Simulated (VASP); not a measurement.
A run of VASP 6.6.1 is set up as follows.

POSCAR

```
LiCl
1.0
    0.0000000000      2.4824231290      2.6130515065
    2.4824231290      0.0000000000      2.6130515065
    2.4824231290      2.4824231290      0.0000000000
Li Cl
1 1
Direct
    0.0000000000      0.0000000000      0.0000000000
    0.5000000000      0.5000000000      0.5000000000
```

The input INCAR.step1:

```
SYSTEM = LiCl
ALGO = Normal
EDIFF = 1E-4
ENCUT = 520
GGA = PE
ISMEAR = 0
LASPH = .TRUE.
LCHARG = .FALSE.
LREAL = .FALSE.
LWAVE = .TRUE.
NBANDS = 12
NELM = 60
PREC = Accurate
SIGMA = 0.01
```

Contents of INCAR.step2:

```
SYSTEM = LiCl
ALGO = Normal
EDIFF = 1E-6
ENCUT = 520
ISIF = 2
ISMEAR = 0
ISTART = 1
LASPH = .TRUE.
LCHARG = .FALSE.
LMIXTAU = .TRUE.
LREAL = .FALSE.
LWAVE = .FALSE.
METAGGA = R2SCAN
NBANDS = 12
NELM = 60
PREC = Accurate
SIGMA = 0.01
```

File KPOINTS:

```
k-points
0
G
  8 8 8
  0 0 0
```

Potentials or basis: VASP PAW PBE potentials, release 64 (Li_sv, Cl).

The run is started by

```console
$ cat potpaw_PBE.64/Li_sv/POTCAR potpaw_PBE.64/Cl/POTCAR > POTCAR
$ cp INCAR.step1 INCAR
$ mpirun -np 1 vasp_std > vasp.out
$ cp INCAR.step2 INCAR
$ mpirun -np 1 vasp_std > vasp.out
```

Task: Predict the band gap on the k mesh.

Result: 7.50 eV (least direct gap 7.52 eV).

Caveat: the cell differs from its parent crystal (epitaxial xy strain -2.9%). A k mesh can miss the band edges.
